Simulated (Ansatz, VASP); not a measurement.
Rb: VASP beside Ansatz

INCAR

```
SYSTEM = Rb
PREC = Accurate
ENCUT = 520
EDIFF = 1E-6
ISMEAR = -1
SIGMA = 0.08
LREAL = .FALSE.
LASPH = .TRUE.
NELM = 100
ALGO = Normal
ISIF = 2
LWAVE = .FALSE.
LCHARG = .FALSE.
GGA = PE
NBANDS = 10
```

KPOINTS

```
Automatic mesh
0
G
  10 10 10
  0 0 0
```

The input POSCAR:

```
Rb
1.0
    4.6855262949      0.0000000000      0.0000000000
    0.0000000000      4.6855262949      0.0000000000
    0.0000000000      0.0000000000      4.6855262949
Rb
1
Direct
    0.0000000000      0.0000000000      0.0000000000
```

Input for Ansatz:

```yaml
crystal:
  lattice:
    - [4.6855262949, 0.0, 0.0]
    - [0.0, 4.6855262949, 0.0]
    - [0.0, 0.0, 4.6855262949]
  atoms:
    - { symbol: Rb, position: [0.0, 0.0, 0.0] }
kpoints:
  mp_grid: { grid: [10, 10, 10] }
scf:
  occupations: { method: fermi_dirac, width: 0.08 }
hamiltonian:
  xc: pbe
  pseudopotentials: { kind: all_electron, lapw: { basis_error: 0.0005 } }
output:
  forces: true
  stress: true
  eigenvalues: true
```

Change from the starting cell: volume scaled by 1.04.

Alike in both runs: task single point; functional PBE; k mesh 10 × 10 × 10; occupations fermi-dirac, width 0.08 eV; no spin polarisation.

|  | VASP | Ansatz |
| --- | --- | --- |
| version | VASP 6.6.1 | Ansatz 0.2.0 |
| potentials or method | VASP PAW PBE potentials, release 64 (Rb_sv), cutoff 520 eV | all-electron LAPW, scalar-relativistic |

|  | VASP | Ansatz | Ansatz less VASP |
| --- | --- | --- | --- |
| pressure (GPa) | -0.1 | -0.1 | 0.00 |

Ansatz ran all-electron here, and VASP with PAW potentials.
